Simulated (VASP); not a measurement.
B3As2, 5 atoms in the cell. The structure is trigonal, space group P-3m1 (No. 164). The conventional cell has a = 3.186 Å, b = 3.186 Å, c = 6.767 Å, α = 90.00°, β = 90.00°, γ = 120.00°. Within 2.9 Å of B (site symmetry -3m) lie 6 As at 2.22 Å. Within 2.5 Å of B (site symmetry 3m) lie 3 B at 1.85 Å and 1 As at 2.06 Å. As (site symmetry 3m) has 4 B at 2.06 to 2.22 Å within 2.7 Å. 

```yaml
Program: VASP 6.6.1
Task: single point
Functional: PBE
Potentials_or_basis: VASP PAW PBE potentials, release 64 (B, As)
Cutoff: 520 eV
k_mesh: 12 × 12 × 6
Occupations: gaussian, width 0.1 eV
Spin: no spin polarisation
Dipole_correction: no
Further_INCAR_settings: ALGO = Normal; EDIFF = 1e-06; NBANDS = 18
```

Potentials or basis: VASP PAW PBE potentials, release 64 (B, As).

Launch:

```console
$ cat potpaw_PBE.64/B/POTCAR potpaw_PBE.64/As/POTCAR > POTCAR
$ mpirun -np 1 vasp_std > vasp.out
```

Hardware: 1 thread of Intel(R) Xeon(R) 6975P-C (Granite Rapids) (shared host).

Question: How long does it take, and how much memory?

Answer: It took 36 s on 1 thread of Intel(R) Xeon(R) 6975P-C (Granite Rapids), with other jobs on the host, peak memory 0.23 GiB. Counts: scf iterations 14, k points 100.
